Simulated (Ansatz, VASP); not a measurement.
# PtS2 in VASP and in Ansatz

POSCAR

```
PtS2
1.0
    3.7302736589      0.0000000000      0.0000000000
   -1.8651368295      3.2305117517      0.0000000000
    0.0000000000      0.0000000000      5.3788466078
Pt S
1 2
Direct
    0.0000000000      0.0000000000      0.0000000000
    0.3333333333      0.6666666667      0.2127905730
    0.6666666667      0.3333333333      0.7872094270
```

INCAR.step1

```
SYSTEM = PtS2
  PREC = Accurate
  ENCUT = 520
  ISMEAR = 0
  SIGMA = 0.01
  LREAL = .False.
  LASPH = .True.
  NELM = 80
  NBANDS = 18
  GGA = PE
  ALGO = Normal
  EDIFF = 1E-4
  LWAVE = .True.
  LCHARG = .False.
```

INCAR.step2

```
SYSTEM = PtS2
  PREC = Accurate
  ENCUT = 520
  EDIFF = 1E-6
  ISMEAR = 0
  SIGMA = 0.01
  LREAL = .False.
  LASPH = .True.
  NELM = 80
  ALGO = Normal
  ISIF = 2
  LWAVE = .False.
  LCHARG = .False.
  METAGGA = R2SCAN
  LMIXTAU = .True.
  NBANDS = 18
  ISTART = 1
```

File KPOINTS:

```
regular mesh
0
Gamma
  12 12 6
  0 0 0
```

Input for Ansatz:

```yaml
crystal:
  lattice:
    - [3.7302736589, 0.0, 0.0]
    - [-1.8651368295, 3.2305117517, 0.0]
    - [0.0, 0.0, 5.3788466078]
  atoms:
    - { symbol: Pt, position: [0.0, 0.0, 0.0] }
    - { symbol: S, position: [0.3333333333, 0.6666666667, 0.212790573] }
    - { symbol: S, position: [0.6666666667, 0.3333333333, 0.787209427] }
kpoints:
  mp_grid: { grid: [12, 12, 6] }
  band_path:
    path:
      - [0.0, 0.0, 0.0]
      - [0.5, 0.0, 0.0]
      - [0.3333333333, 0.3333333333, 0.0]
      - [0.0, 0.0, 0.5]
      - [0.5, 0.0, 0.5]
      - [0.3333333333, 0.3333333333, 0.5]
      - [0.0, 0.25, 0.3333333333]
      - [-0.184896, 0.184896, -0.117188]
      - [0.0, 0.283854, 0.283854]
    npoints: 1
hamiltonian:
  xc: r2scan
scf:
  occupations: { method: fixed }
  n_extra_bands: 4
output:
  forces: true
  stress: true
  eigenvalues: true
```

Change from the starting cell: hydrostatic strain +5.0%.

Alike in both runs: task single point; functional r2SCAN; k mesh 12 × 12 × 6; no spin polarisation.

```csv
,VASP,Ansatz
version,VASP 6.6.1,Ansatz 0.2.0
potentials or method,"VASP PAW PBE potentials, release 64 (Pt, S)","plane waves, PAW"
plane-wave cutoff (eV),520,500
occupations,"gaussian, width 0.01 eV",fixed
valence electrons in the cell,22,30
```

VASP gave:

| Quantity | Value |
| --- | --- |
| gap on the k mesh at the Fermi level (eV) | 0.96 |
| pressure (GPa) | -7.2 |
| traceless stress, the component that is largest in VASP (GPa) | 6.25 |
| rms of the force components (eV/Å) | 0.020 |

**Question.** Estimate Ansatz's values.

**Answer.** gap on the k mesh at the Fermi level (eV): 0.98; pressure (GPa): -7.1; traceless stress, the component that is largest in VASP (GPa): 6.24; rms of the force components (eV/Å): 0.016.

VASP's potentials were made for PBE, not for r2SCAN. Atom by atom the forces differ by 0.004 eV/Å (rms over components). VASP's potentials hold 22 valence electrons a cell and Ansatz's 30, so a difference there can come from the potentials and not from the codes.

Spin-orbit coupling is off throughout.
